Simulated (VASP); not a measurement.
# Si (Fd-3m) in VASP: further runs

Runs on Si. Level: PBE. Tasks: single point, relaxation of cell and atoms.

All numbers are computed with VASP 6.6.1; they aren't measurements. Logs are shortened: lines on timing, memory, paths and dates and some standing lists are left out, and cuts for length are marked.

### Step 1. The cell of the first run

Symmetry: Fd-3m, No. 227, cubic system. Conventional cell: a = 5.471 Å, b = 5.471 Å, c = 5.471 Å, α = 90.00°, β = 90.00°, γ = 90.00°. Si (site symmetry -43m) has 4 Si at 2.37 Å within 3.1 Å.

### Step 2. Single point, PBE

Input file INCAR:

```
SYSTEM = Si
  ALGO = Normal
  EDIFF = 1E-6
  ENCUT = 500
  GGA = PE
  GGA_COMPAT = .False.
  ISIF = 2
  ISMEAR = 0
  LASPH = .True.
  LCHARG = .False.
  LREAL = .False.
  LWAVE = .False.
  NBANDS = 11
  NELM = 120
  PREC = Accurate
  SIGMA = 0.01
```

Input file KPOINTS:

```
k-points
0
Gamma
  6 6 6
  0 0 0
```

Input file POSCAR:

```
Si
1.0
    0.0000000000      2.7355028255      2.7355028255
    2.7355028255      0.0000000000      2.7355028255
    2.7355028255      2.7355028255      0.0000000000
Si
2
Direct
    0.7500000000      0.7500000000      0.7500000000
    0.5000000000      0.5000000000      0.5000000000
```

Potentials or basis: VASP PAW PBE potentials, release 64 (Si).

Started as:

```sh
> cat potpaw_PBE.64/Si/POTCAR > POTCAR
> mpirun -np 1 vasp_std > vasp.out
```

OUTCAR:

```text
SYSTEM = Si
   EDIFF = 1E-6
   ENCUT = 500
   GGA = PE
   ISIF = 2
   ISMEAR = 0
   LASPH = .True.
   LREAL = .False.
   NELM = 120
   PREC = Accurate

 ion  position               nearest neighbor table
   1  0.750  0.750  0.750-   2 2.37   2 2.37   2 2.37   2 2.37
   2  0.500  0.500  0.500-   1 2.37   1 2.37   1 2.37   1 2.37

  LATTYP: Found a face centered cubic cell.
 ALAT       =     5.4710056510

  Lattice vectors:

 A1 = (   0.0000000000,   2.7355028255,   2.7355028255)
 A2 = (   2.7355028255,   0.0000000000,   2.7355028255)
 A3 = (   2.7355028255,   2.7355028255,   0.0000000000)

Analysis of symmetry for initial positions (statically):
=====================================================================
 Subroutine PRICEL returns:
 Original cell was already a primitive cell.

 Routine SETGRP: Setting up the symmetry group for a
 face centered cubic supercell.

 Subroutine GETGRP returns: Found 48 space group operations
 (whereof 24 operations were pure point group operations)
 out of a pool of 48 trial point group operations.

The static configuration has the point symmetry T_d .
 The point group associated with its full space group is O_h .

Analysis of symmetry for dynamics (positions and initial velocities):
=====================================================================
 Subroutine PRICEL returns:
 Original cell was already a primitive cell.

 Routine SETGRP: Setting up the symmetry group for a
 face centered cubic supercell.

 Subroutine GETGRP returns: Found 48 space group operations
 (whereof 24 operations were pure point group operations)
 out of a pool of 48 trial point group operations.

The dynamic configuration has the point symmetry T_d .
 The point group associated with its full space group is O_h .

 Subroutine INISYM returns: Found 48 space group operations
 (whereof 24 operations are pure point group operations),
 and found     1 'primitive' translations

----------------------------------------------------------------------------------------

                                     Primitive cell

  volume of cell :      40.9394

  direct lattice vectors                    reciprocal lattice vectors
     0.000000000  2.735502825  2.735502825    -0.182781752  0.182781752  0.182781752
     2.735502825  0.000000000  2.735502825     0.182781752 -0.182781752  0.182781752
     2.735502825  2.735502825  0.000000000     0.182781752  0.182781752 -0.182781752

  length of vectors
     3.868585196  3.868585196  3.868585196     0.316587282  0.316587282  0.316587282

  position of ions in fractional coordinates (direct lattice)
     0.750000000  0.750000000  0.750000000
     0.500000000  0.500000000  0.500000000

  ion indices of the primitive-cell ions
   primitive index   ion index
                 1           1
                 2           2

----------------------------------------------------------------------------------------

 KPOINTS: k-points

Automatic generation of k-mesh.
 Grid dimensions read from file:
 generate k-points for:    6    6    6

 Generating k-lattice:

  Cartesian coordinates                     Fractional coordinates (reciprocal lattice)
    -0.030463625  0.030463625  0.030463625     0.166666667  0.000000000  0.000000000
     0.030463625 -0.030463625  0.030463625     0.000000000  0.166666667  0.000000000
     0.030463625  0.030463625 -0.030463625     0.000000000  0.000000000  0.166666667

  Length of vectors
     0.052764547  0.052764547  0.052764547

  Shift w.r.t. Gamma in fractional coordinates (k-lattice)
     0.000000000  0.000000000  0.000000000

 Subroutine IBZKPT returns following result:
 ===========================================

 Found     16 irreducible k-points:

 Following reciprocal coordinates:
            Coordinates               Weight
  0.000000  0.000000  0.000000      1.000000
  0.166667  0.000000  0.000000      8.000000
  0.333333  0.000000  0.000000      8.000000
  0.500000  0.000000  0.000000      4.000000
  0.166667  0.166667  0.000000      6.000000
  0.333333  0.166667  0.000000     24.000000
[... 8 lines left out ...]
 -0.333333  0.333333  0.166667     24.000000
 -0.333333  0.500000  0.166667     12.000000
   k-points           NKPTS =     16   k-points in BZ     NKDIM =     16   number of bands    NBANDS=     11
   number of dos      NEDOS =    301   number of ions     NIONS =      2
   total plane-waves  NPLWV =  21952
   dimension x,y,z NGX =    28 NGY =   28 NGZ =   28
   dimension x,y,z NGXF=    56 NGYF=   56 NGZF=   56
   ions per type =               2
   NGX,Y,Z   is equivalent  to a cutoff of  12.03, 12.03, 12.03 a.u.
   NGXF,Y,Z  is equivalent  to a cutoff of  24.07, 24.07, 24.07 a.u.
 SYSTEM =  Si
   PREC   = accura    normal or accurate (medium, high low for compatibility)
   ISTART =      0    job   : 0-new  1-cont  2-samecut
   ICHARG =      2    charge: 1-file 2-atom 10-const
   ISPIN  =      1    spin polarized calculation?
   LNONCOLLINEAR =      F non collinear calculations
   LSORBIT =      F    spin-orbit coupling
   LASPH  =      T    aspherical Exc in radial PAW
   ENCUT  =  500.0 eV  36.75 Ry    6.06 a.u.   7.05  7.05  7.05*2*pi/ulx,y,z
   NELM   =    120;   NELMIN=  2; NELMDL= -5     # of ELM steps
   EDIFF  = 0.1E-05   stopping-criterion for ELM
   LREAL  =      F    real-space projection
   EDIFFG = 0.1E-04   stopping-criterion for IOM
   NSW    =      0    number of steps for IOM
   IBRION =     -1    ionic relax: 0-MD 1-quasi-New 2-CG
   NFREE  =      0    steps in history (QN), initial steepest desc. (CG)
   ISIF   =      2    stress and relaxation
   ISYM   =      2    0-nonsym 1-usesym 2-fastsym
   POTIM  = 0.5000    time-step for ionic-motion
   TEBEG  =    0.0;   TEEND  =   0.0 temperature during run
   PSTRESS=    0.0 pullay stress
   NELECT =       8.0000    total number of electrons
   NUPDOWN=      -1.0000    fix difference up-down
   EMIN   =  10.00;   EMAX   =-10.00  energy-range for DOS
   EFERMI =   0.00;   METHOD = LEGACY
   ISMEAR =     0;   SIGMA  =   0.01  broadening in eV -4-tet -1-fermi 0-gaus
   EFERMI_NEDOS =   21; number of points for ismear=-14 and -15
   IALGO  =     38    algorithm
   IMIX   =      4    mixing-type and parameters
     AMIX     =   0.40;   BMIX     =  1.00
     AMIX_MAG =   1.60;   BMIX_MAG =  1.00
  volume/ion in A,a.u.               =      20.47       138.14
  Fermi-wavevector in a.u.,A,eV,Ry     =   0.950002  1.795243 12.279299  0.902503
  Thomas-Fermi vector in A             =   2.078337
   LORBIT       =      0    0 simple, 1 ext, 2 COOP (PROOUT), +10 PAW based schemes
   GGA     = PE    functional components
   LHFCALC =     F    Hartree Fock is set to
   AEXX    =    0.0000 exact exchange contribution
   IVDW    =     0    specifies the selected vdW correction
   LEPSILON=     F    determine dielectric tensor
   LRPA    =     F    only Hartree local field effects (RPA)
 non-spin polarized calculation
 Gauss-broadening in eV      SIGMA  =   0.01
  energy-cutoff  :      500.00
  volume of cell :       40.94
 maximum number of plane-waves:      1056
   NGX = 15   NGY = 15   NGZ = 15

 number of electron       8.0000000 magnetization

 Free energy of the ion-electron system (eV)
  ---------------------------------------------------
  ext. energy  EPLUGINS =         0.00000000
  ---------------------------------------------------
  free energy    TOTEN  =       -10.82633154 eV

  energy without entropy =      -10.82633154  energy(sigma->0) =      -10.82633154

 E-fermi :   5.7010     XC(G=0):  -9.3179

 val. band max:        5.6114439173   @ k =   0.0000   0.0000   0.0000
 cond. band min:       6.3622665765   @ k =   0.5000   0.5000   0.0000
 fundamental gap:      0.7508226592
 Fermi energy:         5.7009593554

 k-point     1 :       0.0000    0.0000    0.0000
  band No.  band energies     occupation
      1      -6.1963      2.00000
      2       5.6114      2.00000
      3       5.6114      2.00000
      4       5.6114      2.00000
      5       8.1647      0.00000
      6       8.1647      0.00000
      7       8.1647      0.00000
      8       8.7316      0.00000
      9      13.3161      0.00000
     10      13.3161      0.00000
     11      13.4833      0.00000

 k-point     2 :       0.1667    0.0000    0.0000
  band No.  band energies     occupation
      1      -5.8420      2.00000
      2       3.2484      2.00000
      3       5.1708      2.00000
      4       5.1708      2.00000
      5       7.8914      0.00000
      6       8.7998      0.00000
      7       8.7998      0.00000
      8      10.8795      0.00000
      9      12.6925      0.00000
     10      12.6925      0.00000
     11      14.6056      0.00000

 k-point     3 :       0.3333    0.0000    0.0000
  band No.  band energies     occupation
      1      -4.8476      2.00000
      2       0.3443      2.00000
      3       4.6293      2.00000
      4       4.6293      2.00000
      5       7.2983      0.00000
      6       9.1113      0.00000
      7       9.1113      0.00000
      8      13.3880      0.00000
      9      13.5610      0.00000
     10      13.5610      0.00000
     11      14.5835      0.00000

 k-point     4 :       0.5000    0.0000    0.0000
  band No.  band energies     occupation
      1      -3.9201      2.00000
      2      -1.2532      2.00000
      3       4.4334      2.00000
      4       4.4334      2.00000
      5       7.0724      0.00000
      6       8.9579      0.00000
      7       8.9579      0.00000
      8      13.3091      0.00000
      9      16.1007      0.00000
     10      16.1007      0.00000
     11      16.7835      0.00000
[... 127 lines left out ...]
 k-point    14 :       0.5000    0.3333    0.1667
  band No.  band energies     occupation
      1      -3.9528      2.00000
      2       0.0051      2.00000
      3       2.1238      2.00000
      4       3.3696      2.00000
      5       8.4537      0.00000
      6       9.3285      0.00000
      7       9.7837      0.00000
      8      12.5884      0.00000
      9      14.5086      0.00000
     10      15.3989      0.00000
     11      18.4322      0.00000

 k-point    15 :      -0.3333    0.3333    0.1667
  band No.  band energies     occupation
      1      -2.9938      2.00000
      2      -1.1656      2.00000
      3       1.6897      2.00000
      4       2.9163      2.00000
      5       8.9746      0.00000
      6       9.1249      0.00000
      7      11.6639      0.00000
      8      12.0437      0.00000
      9      13.0730      0.00000
     10      16.5915      0.00000
     11      17.4102      0.00000

 k-point    16 :      -0.3333    0.5000    0.1667
  band No.  band energies     occupation
      1      -2.0187      2.00000
      2      -2.0187      2.00000
      3       2.0542      2.00000
      4       2.0542      2.00000
      5       8.3606      0.00000
      6       8.3606      0.00000
      7      12.2928      0.00000
      8      12.2928      0.00000
      9      16.0520      0.00000
     10      16.0520      0.00000
     11      18.3930      0.00000

------------------------ aborting loop because EDIFF is reached ----------------------------------------

  FORCE on cell =-STRESS in cart. coord.  units (eV):
  Direction    XX          YY          ZZ          XY          YZ          ZX
  --------------------------------------------------------------------------------------
  -------------------------------------------------------------------------------------
  Total       -0.0135835     -0.0135835     -0.0135835      0.0000000     -0.0000000      0.0000000
  in kB       -0.5315955     -0.5315955     -0.5315955      0.0000000     -0.0000000      0.0000000
  external PRESSURE =      -0.5315955 kB  Pullay stress =       0.0000000 kB

 VOLUME and BASIS-vectors are now :
 -----------------------------------------------------------------------------
  energy-cutoff  :      500.00
  volume of cell :       40.94
      direct lattice vectors                 reciprocal lattice vectors
     0.000000000  2.735502825  2.735502825    -0.182781752  0.182781752  0.182781752
     2.735502825  0.000000000  2.735502825     0.182781752 -0.182781752  0.182781752
     2.735502825  2.735502825  0.000000000     0.182781752  0.182781752 -0.182781752

 POSITION                                       TOTAL-FORCE (eV/Angst)
 -----------------------------------------------------------------------------------
      4.10325      4.10325      4.10325         0.000000     -0.000000      0.000000
      2.73550      2.73550      2.73550        -0.000000      0.000000     -0.000000
 -----------------------------------------------------------------------------------
    total drift:                                0.000000      0.000000     -0.000000

  FREE ENERGIE OF THE ION-ELECTRON SYSTEM (eV)
  ---------------------------------------------------
  free  energy   TOTEN  =       -10.8263315379 eV

  energy  without entropy=      -10.8263315379  energy(sigma->0) =      -10.82633154
```

Wall time 5.5 s (1 thread of Intel Xeon 6455B, shared host); peak memory 0.14 GiB.

What came out:

```yaml
Free_energy: -10.8263 eV
Pressure: -0.1 GPa
Band_gap_on_the_k_mesh: 0.75 eV, indirect (least direct gap 2.55 eV)
```

Levels at points of the mesh, in eV from the valence-band top:
| k point | band 1 | band 2 | band 3 | band 4 | band 5 | band 6 | band 7 | band 8 |
| --- | --- | --- | --- | --- | --- | --- | --- | --- |
| (0.00, 0.00, 0.00) | -11.81 | 0.00 | 0.00 | 0.00 | 2.55 | 2.55 | 2.55 | 3.12 |
| (0.50, 0.00, 0.00) | -9.53 | -6.86 | -1.18 | -1.18 | 1.46 | 3.35 | 3.35 | 7.70 |
| (0.50, 0.50, 0.00) | -7.74 | -7.74 | -2.79 | -2.79 | 0.75 | 0.75 | 9.92 | 9.92 |

A k mesh can miss the band edges. A hybrid or GW would open this gap; PBE tends to underestimate it.

### Step 3. Relaxation of cell and atoms, PBE

This run uses another cell than the first one, of 19.98 Å³/atom, 0.976 times its volume.

Input file INCAR:

```
SYSTEM = Si
ALGO = Normal
EDIFF = 1E-7
EDIFFG = -0.01
ENCUT = 500
GGA = PE
GGA_COMPAT = .False.
IBRION = 2
ISIF = 3
ISMEAR = 0
LASPH = .True.
LCHARG = .False.
LREAL = .False.
LWAVE = .False.
NELM = 120
NELMIN = 4
NSW = 60
PREC = Accurate
SIGMA = 0.01
```

KPOINTS is that of step 2.

Input file POSCAR:

```
Si
1.0
    0.0000000000      2.7136000000      2.7136000000
    2.7136000000      0.0000000000      2.7136000000
    2.7136000000      2.7136000000      0.0000000000
Si
2
Direct
    0.7500000000      0.7500000000      0.7500000000
    0.5000000000      0.5000000000      0.5000000000
```

Potentials or basis: VASP PAW PBE potentials, release 64 (Si).

Started as:

```sh
> cat potpaw_PBE.64/Si/POTCAR > POTCAR
> mpirun -np 1 vasp_std > vasp.out
```

OUTCAR:

```text
SYSTEM = Si
   EDIFF = 1E-7
   EDIFFG = -0.01
   ENCUT = 500
   GGA = PE
   IBRION = 2
   ISIF = 3
   ISMEAR = 0
   LASPH = .True.
   LREAL = .False.
   NELM = 120
   NELMIN = 4
   NSW = 60
   PREC = Accurate

 ion  position               nearest neighbor table
   1  0.750  0.750  0.750-   2 2.35   2 2.35   2 2.35   2 2.35
   2  0.500  0.500  0.500-   1 2.35   1 2.35   1 2.35   1 2.35

  LATTYP: Found a face centered cubic cell.
 ALAT       =     5.4272000000

  Lattice vectors:

 A1 = (   0.0000000000,   2.7136000000,   2.7136000000)
 A2 = (   2.7136000000,   0.0000000000,   2.7136000000)
 A3 = (   2.7136000000,   2.7136000000,   0.0000000000)

[... 174 lines left out ...]
  --------------------------------------------------------------------------------------
  -------------------------------------------------------------------------------------
  Total        0.5497460      0.5497460      0.5497460     -0.0000000      0.0000000     -0.0000000
  in kB       22.0396740     22.0396740     22.0396740     -0.0000000      0.0000000     -0.0000000
  external PRESSURE =      22.0396740 kB  Pullay stress =       0.0000000 kB
[... 59 lines left out ...]
--------------------------------------- Ionic step        3  -------------------------------------------

 number of electron       8.0000000 magnetization

 Free energy of the ion-electron system (eV)
  ---------------------------------------------------
  ext. energy  EPLUGINS =         0.00000000
  ---------------------------------------------------
  free energy    TOTEN  =       -10.82624504 eV

  energy without entropy =      -10.82624504  energy(sigma->0) =      -10.82624504

 E-fermi :   5.7239     XC(G=0):  -9.3203

 val. band max:        5.6185627863   @ k =   0.0000   0.0000   0.0000
 cond. band min:       6.3681309057   @ k =   0.5000   0.5000   0.0000
 fundamental gap:      0.7495681194
 Fermi energy:         5.7239191665

 k-point     1 :       0.0000    0.0000    0.0000
  band No.  band energies     occupation
      1      -6.1939      2.00000
      2       5.6186      2.00000
      3       5.6186      2.00000
      4       5.6186      2.00000
      5       8.1719      0.00000
      6       8.1719      0.00000
      7       8.1719      0.00000
      8       8.7468      0.00000
[... 192 lines left out ...]
  FREE ENERGIE OF THE ION-ELECTRON SYSTEM (eV)
  ---------------------------------------------------
  free  energy   TOTEN  =       -10.8262450404 eV

  energy  without entropy=      -10.8262450404  energy(sigma->0) =      -10.82624504

 reached required accuracy - stopping structural energy minimisation
```

OSZICAR:

```text
N       E                     dE             d eps       ncg     rms          rms(c)
DAV:   1     0.961922379982E+01    0.96192E+01   -0.31894E+03   256   0.772E+02
DAV:   2    -0.107759011597E+02   -0.20395E+02   -0.19564E+02   416   0.863E+01
DAV:   3    -0.110041864177E+02   -0.22829E+00   -0.22829E+00   328   0.120E+01
[... 24 lines left out ...]
DAV:   3    -0.108262408099E+02    0.48414E-03   -0.10297E-03   296   0.164E-01    0.458E-02
DAV:   4    -0.108262422074E+02   -0.13975E-05   -0.10330E-05   320   0.292E-02    0.406E-02
DAV:   5    -0.108262451662E+02   -0.29587E-05   -0.28053E-06   272   0.124E-02    0.956E-03
DAV:   6    -0.108262450173E+02    0.14886E-06   -0.35309E-08   288   0.179E-03    0.443E-03
DAV:   7    -0.108262450404E+02   -0.23100E-07   -0.36364E-08   160   0.162E-03
   3 F= -.10826245E+02 E0= -.10826245E+02  d E =-.636680E-02
```

CONTCAR:

```text
Si
   1.00000000000000
    -0.0000000000000000    2.7348691637257270    2.7348691637257270
     2.7348691637257270   -0.0000000000000000    2.7348691637257270
     2.7348691637257270    2.7348691637257270   -0.0000000000000000
  Si
     2
Direct
     0.7500000000000000    0.7500000000000000    0.7500000000000000
     0.5000000000000000    0.5000000000000000    0.5000000000000000

  0.00000000E+00  0.00000000E+00  0.00000000E+00
  0.00000000E+00  0.00000000E+00  0.00000000E+00
```

It took 12 s on 1 thread of Intel Xeon 6455B, shared host; peak memory 0.15 GiB.

What came out:

| Quantity | Value |
| --- | --- |
| Free energy | -10.8262 eV |
| Relaxed volume | 20.46 Å³/atom |
| Relaxed cell | a = 3.868 Å, b = 3.868 Å, c = 3.868 Å, α = 60.00°, β = 60.00°, γ = 60.00° |
| Space group after relaxing (to 0.05 Å) | Fd-3m (No. 227) |
| Energy gained by relaxing | 3.2 meV/atom |
| Ionic steps | 3 |
| Pressure after relaxing | 0.0 GPa |
| Band gap on the k mesh | 0.75 eV, indirect (least direct gap 2.55 eV) |

Step by step:
```csv
step,energy change (eV),largest force (eV/Å),pressure (GPa),volume (Å³)
1,0.0000,0.0000,2.20,39.96
2,-0.0034,0.0000,-1.38,41.57
3,-0.0064,0.0000,0.00,40.91
```

Final structure:
```
CELL_PARAMETERS angstrom
0.00000 2.73487 2.73487
2.73487 0.00000 2.73487
2.73487 2.73487 0.00000
ATOMIC_POSITIONS crystal
Si 0.75000 0.75000 0.75000
Si 0.50000 0.50000 0.50000
```

Levels at points of the mesh, in eV from the valence-band top:
| k point | band 1 | band 2 | band 3 | band 4 | band 5 | band 6 | band 7 | band 8 |
| --- | --- | --- | --- | --- | --- | --- | --- | --- |
| (0.00, 0.00, 0.00) | -11.81 | 0.00 | 0.00 | 0.00 | 2.55 | 2.55 | 2.55 | 3.13 |
| (0.50, 0.00, 0.00) | -9.53 | -6.87 | -1.18 | -1.18 | 1.46 | 3.35 | 3.35 | 7.70 |
| (0.50, 0.50, 0.00) | -7.75 | -7.75 | -2.79 | -2.79 | 0.75 | 0.75 | 9.93 | 9.93 |

A k mesh can miss the band edges. Zero-point motion and thermal expansion aren't in these numbers.
